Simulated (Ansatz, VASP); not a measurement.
**One calculation of Cs, two programs**

Contents of INCAR:

```
PREC = Accurate
ENCUT = 520
EDIFF = 1E-6
ISMEAR = 0
SIGMA = 0.1
LREAL = F
LASPH = T
NELM = 80
ALGO = Fast
ISIF = 2
LWAVE = F
LCHARG = F
GGA = PE
NBANDS = 10
```

Contents of KPOINTS:

```
regular mesh
0
Gamma
  12 12 12
```

The input POSCAR:

```
Cs
1.0
    5.1378394122      0.0000000000      0.0000000000
    0.0000000000      5.1378394122      0.0000000000
    0.0000000000      0.0000000000      5.1378394122
Cs
1
Direct
    0.5000000000      0.5000000000      0.5000000000
```

Input for Ansatz:

```yaml
crystal:
  lattice:
    - [5.1378394122, 0.0, 0.0]
    - [0.0, 5.1378394122, 0.0]
    - [0.0, 0.0, 5.1378394122]
  atoms:
    - { symbol: Cs, position: [0.5, 0.5, 0.5] }
basis:
  ecutwfc: 420
kpoints:
  mp_grid: { grid: [12, 12, 12] }
hamiltonian:
  xc: pbe
scf:
  occupations: { method: gaussian, width: 0.1 }
output:
  forces: true
  stress: true
  eigenvalues: true
```

Alike in both runs: task single point; functional PBE; k mesh 12 × 12 × 12; occupations gaussian, width 0.1 eV; no spin polarisation.

|  | VASP | Ansatz |
| --- | --- | --- |
| version | VASP 6.6.1 | Ansatz 0.2.0 |
| potentials or method | VASP PAW PBE potentials, release 64 (Cs_sv), cutoff 520 eV | scalar-relativistic, plane waves, PAW |
| valence electrons in the cell | 9 | 9 |

|  | VASP | Ansatz | Ansatz less VASP |
| --- | --- | --- | --- |
| gap on the k mesh at the Fermi level (eV) | none | none | - |
| pressure (GPa) | -0.1 | -0.1 | +0.01 |

A gap of «none» marks a metal or a gap that the smearing closes. With one functional, cell and mesh, what is left measures potentials, basis and numerics.

Neither program's run includes spin-orbit coupling.
